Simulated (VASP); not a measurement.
# Mg (P-3m1) in VASP: single point with PBE

Aim: the single point of Mg with PBE.

All numbers are computed with VASP 6.6.1; they aren't measurements. Logs are shortened: lines on timing, memory, paths and dates and some standing lists are left out, and cuts for length are marked.

## Step 1: The cell of the first run

The structure is trigonal, space group P-3m1 (No. 164). The conventional cell has a = 3.276 Å, b = 3.276 Å, c = 5.241 Å, α = 90.00°, β = 90.00°, γ = 120.00°. Mg (site symmetry 3m) has 12 Mg at 2.84 to 3.65 Å within 3.7 Å.

## Step 2: Single point, PBE (strained and its atoms moved)

INCAR reads:

```
SYSTEM = Mg
ALGO = Normal
EDIFF = 1E-6
ENCUT = 520
GGA = PE
ISIF = 2
ISMEAR = 0
LASPH = .TRUE.
LCHARG = .FALSE.
LREAL = .FALSE.
LWAVE = .FALSE.
NBANDS = 9
NELM = 80
PREC = Accurate
SIGMA = 0.1
```

KPOINTS reads:

```
k-points
0
G
  15 15 8
  0 0 0
```

POSCAR reads:

```
Mg
1.0
    3.2762811221      0.0000000000      0.0000000000
   -1.6381405610      2.8373426817      0.0000000000
    0.0000000000      0.0000000000      5.2409667404
Mg
2
Direct
    0.3333333333      0.6666666667      0.2979816058
    0.6666666667      0.3333333333      0.7020183942
```

Potentials or basis: VASP PAW PBE potentials, release 64 (Mg).

Run with:

```
$ cat potpaw_PBE.64/Mg/POTCAR > POTCAR
$ mpirun -np 1 vasp_std > vasp.out
```

OUTCAR:

```text
SYSTEM = Mg
   EDIFF = 1E-6
   ENCUT = 520
   GGA = PE
   ISIF = 2
   ISMEAR = 0
   LASPH = .TRUE.
   LREAL = .FALSE.
   NELM = 80
   PREC = Accurate

 ion  position               nearest neighbor table
   1  0.333  0.667  0.298-   2 2.84   2 2.84   2 2.84   2 3.65   2 3.65   2 3.65
   2  0.667  0.333  0.702-   1 2.84   1 2.84   1 2.84   1 3.65   1 3.65   1 3.65

  LATTYP: Found a hexagonal cell.
 ALAT       =     3.2762811221
 C/A-ratio  =     1.5996694255

  Lattice vectors:

 A1 = (   3.2762811221,   0.0000000000,   0.0000000000)
 A2 = (  -1.6381405610,   2.8373426817,   0.0000000000)
 A3 = (   0.0000000000,   0.0000000000,   5.2409667404)

Analysis of symmetry for initial positions (statically):
=====================================================================
 Subroutine PRICEL returns:
 Original cell was already a primitive cell.

 Routine SETGRP: Setting up the symmetry group for a
 hexagonal supercell.

 Subroutine GETGRP returns: Found 12 space group operations
 (whereof 12 operations were pure point group operations)
 out of a pool of 24 trial point group operations.

The static configuration has the point symmetry D_3d.

Analysis of symmetry for dynamics (positions and initial velocities):
=====================================================================
 Subroutine PRICEL returns:
 Original cell was already a primitive cell.

 Routine SETGRP: Setting up the symmetry group for a
 hexagonal supercell.

 Subroutine GETGRP returns: Found 12 space group operations
 (whereof 12 operations were pure point group operations)
 out of a pool of 24 trial point group operations.

The dynamic configuration has the point symmetry D_3d.

 Subroutine INISYM returns: Found 12 space group operations
 (whereof 12 operations are pure point group operations),
 and found     1 'primitive' translations

----------------------------------------------------------------------------------------

                                     Primitive cell

  volume of cell :      48.7197

  direct lattice vectors                    reciprocal lattice vectors
     3.276281122  0.000000000  0.000000000     0.305224113  0.176221224  0.000000000
    -1.638140561  2.837342682  0.000000000     0.000000000  0.352442448  0.000000000
     0.000000000  0.000000000  5.240966740     0.000000000  0.000000000  0.190804493

  length of vectors
     3.276281122  3.276281122  5.240966740     0.352442448  0.352442448  0.190804493

  position of ions in fractional coordinates (direct lattice)
     0.333333333  0.666666667  0.297981606
     0.666666667  0.333333333  0.702018394

  ion indices of the primitive-cell ions
   primitive index   ion index
                 1           1
                 2           2

----------------------------------------------------------------------------------------

 KPOINTS: k-points

Automatic generation of k-mesh.
 Grid dimensions read from file:
 generate k-points for:   15   15    8

 Generating k-lattice:

  Cartesian coordinates                     Fractional coordinates (reciprocal lattice)
     0.020348274  0.011748082  0.000000000     0.066666667  0.000000000  0.000000000
     0.000000000  0.023496163  0.000000000     0.000000000  0.066666667  0.000000000
     0.000000000  0.000000000  0.023850562     0.000000000  0.000000000  0.125000000

  Length of vectors
     0.023496163  0.023496163  0.023850562

  Shift w.r.t. Gamma in fractional coordinates (k-lattice)
     0.000000000  0.000000000  0.000000000

 Subroutine IBZKPT returns following result:
 ===========================================

 Found    192 irreducible k-points:

 Following reciprocal coordinates:
            Coordinates               Weight
  0.000000  0.000000  0.000000      1.000000
  0.066667 -0.000000  0.000000      6.000000
  0.133333  0.000000  0.000000      6.000000
  0.200000 -0.000000  0.000000      6.000000
  0.266667  0.000000  0.000000      6.000000
  0.333333  0.000000  0.000000      6.000000
[... 16 lines left out ...]
  0.333333  0.200000  0.000000     12.000000
  0.400000  0.200000  0.000000      6.000000
 [... further k-points ...]
   k-points           NKPTS =    192   k-points in BZ     NKDIM =    192   number of bands    NBANDS=      9
   number of dos      NEDOS =    301   number of ions     NIONS =      2
   total plane-waves  NPLWV =  23040
   dimension x,y,z NGX =    24 NGY =   24 NGZ =   40
   dimension x,y,z NGXF=    48 NGYF=   48 NGZF=   80
   ions per type =               2
   NGX,Y,Z   is equivalent  to a cutoff of  12.18, 12.18, 12.69 a.u.
   NGXF,Y,Z  is equivalent  to a cutoff of  24.36, 24.36, 25.38 a.u.
 SYSTEM =  Mg
   PREC   = accura    normal or accurate (medium, high low for compatibility)
   ISTART =      0    job   : 0-new  1-cont  2-samecut
   ICHARG =      2    charge: 1-file 2-atom 10-const
   ISPIN  =      1    spin polarized calculation?
   LNONCOLLINEAR =      F non collinear calculations
   LSORBIT =      F    spin-orbit coupling
   LASPH  =      T    aspherical Exc in radial PAW
   ENCUT  =  520.0 eV  38.22 Ry    6.18 a.u.   6.09  6.09  9.74*2*pi/ulx,y,z
   NELM   =     80;   NELMIN=  2; NELMDL= -5     # of ELM steps
   EDIFF  = 0.1E-05   stopping-criterion for ELM
   LREAL  =      F    real-space projection
   EDIFFG = 0.1E-04   stopping-criterion for IOM
   NSW    =      0    number of steps for IOM
   IBRION =     -1    ionic relax: 0-MD 1-quasi-New 2-CG
   NFREE  =      0    steps in history (QN), initial steepest desc. (CG)
   ISIF   =      2    stress and relaxation
   ISYM   =      2    0-nonsym 1-usesym 2-fastsym
   POTIM  = 0.5000    time-step for ionic-motion
   TEBEG  =    0.0;   TEEND  =   0.0 temperature during run
   PSTRESS=    0.0 pullay stress
   NELECT =       4.0000    total number of electrons
   NUPDOWN=      -1.0000    fix difference up-down
   EMIN   =  10.00;   EMAX   =-10.00  energy-range for DOS
   EFERMI =   0.00;   METHOD = LEGACY
   ISMEAR =     0;   SIGMA  =   0.10  broadening in eV -4-tet -1-fermi 0-gaus
   EFERMI_NEDOS =   21; number of points for ismear=-14 and -15
   IALGO  =     38    algorithm
   IMIX   =      4    mixing-type and parameters
     AMIX     =   0.40;   BMIX     =  1.00
     AMIX_MAG =   1.60;   BMIX_MAG =  1.00
  volume/ion in A,a.u.               =      24.36       164.39
  Fermi-wavevector in a.u.,A,eV,Ry     =   0.711530  1.344597  6.888294  0.506275
  Thomas-Fermi vector in A             =   1.798666
   LORBIT       =      0    0 simple, 1 ext, 2 COOP (PROOUT), +10 PAW based schemes
   GGA     = PE    functional components
   LHFCALC =     F    Hartree Fock is set to
   AEXX    =    0.0000 exact exchange contribution
   IVDW    =     0    specifies the selected vdW correction
   LEPSILON=     F    determine dielectric tensor
   LRPA    =     F    only Hartree local field effects (RPA)
 non-spin polarized calculation
 Gauss-broadening in eV      SIGMA  =   0.10
  energy-cutoff  :      520.00
  volume of cell :       48.72
 maximum number of plane-waves:      1338
   NGX = 13   NGY = 13   NGZ = 19

 number of electron       4.0000000 magnetization

 Free energy of the ion-electron system (eV)
  ---------------------------------------------------
  ext. energy  EPLUGINS =         0.00000000
  ---------------------------------------------------
  free energy    TOTEN  =        -2.68254279 eV

  energy without entropy =       -2.67997282  energy(sigma->0) =       -2.68125780

 E-fermi :   2.2726     XC(G=0):  -8.2578

 val. band max:        2.2419870277   @ k =   0.3333   0.3333   0.5000
 cond. band min:       2.3419069624   @ k =   0.4667   0.0667   0.5000
 fundamental gap:      0.0999199348
 Fermi energy:         2.2726376355

 k-point     1 :       0.0000    0.0000    0.0000
  band No.  band energies     occupation
      1      -4.4905      2.00000
      2       1.0130      2.00000
      3       1.1732      2.00000
      4      12.3800      0.00000
      5      12.3800      0.00000
      6      12.4927      0.00000
      7      12.4927      0.00000
      8      14.0237      0.00000
      9      14.1316      0.00000

 k-point     2 :       0.0667   -0.0000    0.0000
  band No.  band energies     occupation
      1      -4.4074      2.00000
      2       1.0895      2.00000
      3       1.2537      2.00000
      4      10.7623      0.00000
      5      11.4561      0.00000
      6      12.3168      0.00000
      7      13.5419      0.00000
      8      14.6479      0.00000
      9      15.0240      0.00000

 k-point     3 :       0.1333    0.0000    0.0000
  band No.  band energies     occupation
      1      -4.1586      2.00000
      2       1.3190      2.00000
      3       1.4936      2.00000
      4       8.8386      0.00000
      5      10.6165      0.00000
      6      11.4731      0.00000
      7      13.8652      0.00000
      8      14.3074      0.00000
      9      14.6652      0.00000

 k-point     4 :       0.2000   -0.0000    0.0000
  band No.  band energies     occupation
      1      -3.7453      2.00000
      2       1.7017      2.00000
      3       1.8859      2.00000
      4       6.9908      0.00000
      5       9.9173      0.00000
      6      10.5842      0.00000
      7      12.0522      0.00000
      8      12.8495      0.00000
      9      14.8658      0.00000
[... 205 lines left out ...]
 k-point    22 :       0.2667    0.2000    0.0000
  band No.  band energies     occupation
      1      -1.4647      2.00000
      2       3.0438      0.00000
      3       3.8424      0.00000
      4       3.9733      0.00000
      5       5.0035      0.00000
      6       8.4071      0.00000
      7       9.0291      0.00000
      8       9.7827      0.00000
      9      10.3893      0.00000

 k-point    23 :       0.3333    0.2000    0.0000
  band No.  band energies     occupation
      1      -0.5055      2.00000
      2       1.8253      2.00000
      3       3.9741      0.00000
      4       4.7505      0.00000
      5       5.4598      0.00000
      6       7.0887      0.00000
      7       7.8041      0.00000
      8       9.5052      0.00000
      9      10.1253      0.00000

 k-point    24 :       0.4000    0.2000    0.0000
  band No.  band energies     occupation
      1       0.5813      2.00000
      2       0.6135      2.00000
      3       3.9577      0.00000
      4       5.6033      0.00000
      5       6.0246      0.00000
      6       6.0807      0.00000
      7       7.0437      0.00000
      8       9.4179      0.00000
      9      10.0426      0.00000

 [... further k-points ...]
[... 5 lines left out ...]
  --------------------------------------------------------------------------------------
  -------------------------------------------------------------------------------------
  Total       -0.0213617     -0.0213617      0.9001903     -0.0000000      0.0000000      0.0000000
  in kB       -0.7024926     -0.7024926     29.6033303     -0.0000000      0.0000000      0.0000000
  external PRESSURE =       9.3994484 kB  Pullay stress =       0.0000000 kB

 VOLUME and BASIS-vectors are now :
 -----------------------------------------------------------------------------
  energy-cutoff  :      520.00
  volume of cell :       48.72
      direct lattice vectors                 reciprocal lattice vectors
     3.276281122  0.000000000  0.000000000     0.305224113  0.176221224  0.000000000
    -1.638140561  2.837342682  0.000000000     0.000000000  0.352442448  0.000000000
     0.000000000  0.000000000  5.240966740     0.000000000  0.000000000  0.190804493

 POSITION                                       TOTAL-FORCE (eV/Angst)
 -----------------------------------------------------------------------------------
     -0.00000      1.89156      1.56171        -0.000000     -0.000000     -1.339525
      1.63814      0.94578      3.67926         0.000000      0.000000      1.339525
 -----------------------------------------------------------------------------------
    total drift:                               -0.000000      0.000000     -0.000000

  FREE ENERGIE OF THE ION-ELECTRON SYSTEM (eV)
  ---------------------------------------------------
  free  energy   TOTEN  =        -2.6825427867 eV

  energy  without entropy=       -2.6799728167  energy(sigma->0) =       -2.68125780
```

Run time: 32 s. Hardware: 1 thread of Intel Xeon Platinum 8488C (Sapphire Rapids), shared host; peak memory 0.21 GiB.

Results:

```yaml
Free_energy: -2.6825 eV
Pressure: 0.9 GPa
Largest_force: 1.340 eV/Å
Band_gap_on_the_k_mesh: zero (band 2 reaches 3.08 eV, above the bottom of band 3 at 1.17 eV)
```

Forces on the atoms (eV/Å):
```
Mg   0.000  0.000 -1.340
Mg   0.000  0.000  1.340
```

Levels at points of the mesh, in eV from the Fermi level:
| k point | band 1 | band 2 | band 3 | band 4 | band 5 |
| --- | --- | --- | --- | --- | --- |
| (0.00, 0.00, 0.00) | -6.76 | -1.26 | -1.10 | 10.11 | 10.11 |
| (0.00, 0.00, 0.50) | -5.97 | -4.57 | 4.93 | 5.31 | 10.50 |

Caveat: the cell differs from its parent crystal (strained and its atoms moved); forces of over 1 eV/Å act on the atoms, so gaps and moduli don't describe the material at rest.
